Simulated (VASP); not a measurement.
TiO2:

```
CELL_PARAMETERS angstrom
2.93519 -0.03331 -0.00958
-1.49644 2.59819 -0.00966
-0.03204 -0.05582 9.90240
ATOMIC_POSITIONS crystal
Ti 0.33650 0.66324 0.62582
Ti 0.67399 0.33945 0.12450
O 0.67424 0.34244 0.71810
O 0.32154 0.64562 0.22324
O 0.02157 0.01931 0.02860
O 0.02286 0.99322 0.52462
```

```yaml
Program: VASP 6.6.1
Task: relaxation of cell and atoms
Functional: PBEsol
Potentials_or_basis: VASP PAW PBE potentials, release 64 (Ti_sv, O)
Cutoff: 600 eV
k_mesh: 6 × 6 × 2
Occupations: fermi-dirac, width 0.05 eV
Spin: no spin polarisation
```

At the start: pressure 1.5 GPa; volume 12.50 Å³/atom.

**Question.** Where does the relaxation end?

**Answer.** Over 44 steps the energy falls by 25.5 meV/atom and the volume is 12.07 Å³/atom (-3.5 %); space group Cm (No. 8, to 0.1 Å) before, P6_3mc (No. 186, to 0.1 Å).

The path:
```
step  energy change (eV)  largest force (eV/Å)  pressure (GPa)  volume (Å³)
   1              0.0000                1.1731            1.50        75.02
   3             -0.1275                0.4501           -1.98        75.81
   5             -0.1437                0.2505            0.76        74.91
   7             -0.1491                0.0920           -0.14        75.13
   9             -0.1499                0.0567           -0.07        75.06
  11             -0.1503                0.0416            0.00        74.93
  13             -0.1510                0.0348           -0.28        74.74
  15             -0.1512                0.0224            0.10        74.57
  17             -0.1512                0.0209            0.02        74.59
  19             -0.1512                0.0229            0.03        74.57
  21             -0.1513                0.0214           -0.12        74.48
  23             -0.1515                0.0340           -0.06        74.30
  25             -0.1517                0.1159            0.34        73.51
  27             -0.1518                0.0840            0.14        73.77
  29             -0.1522                0.0638            0.05        73.50
  31             -0.1523                0.0752           -0.43        72.42
  33             -0.1527                0.0399           -0.12        72.70
  35             -0.1528                0.0232            0.13        72.43
  37             -0.1528                0.0282           -0.04        72.54
  39             -0.1528                0.0244            0.01        72.46
  41             -0.1529                0.0140            0.01        72.44
  43             -0.1529                0.0133           -0.05        72.43
  44             -0.1529                0.0064           -0.02        72.41
```

Final structure:
```
Ti O
1.0
     2.96276    0.00011    0.01077
    -1.48146    2.56558   -0.00160
     0.03948    0.01624    9.52597
Ti O
2 4
Direct
  0.34460 0.66654 0.62317
  0.67249 0.33454 0.12496
  0.67428 0.33183 0.72406
  0.33627 0.66682 0.22589
  0.00916 0.00267 0.02430
  0.01390 0.00088 0.52250
```

Caveat: the PAW data sets were made with another functional, which shifts forces and pressure a little.
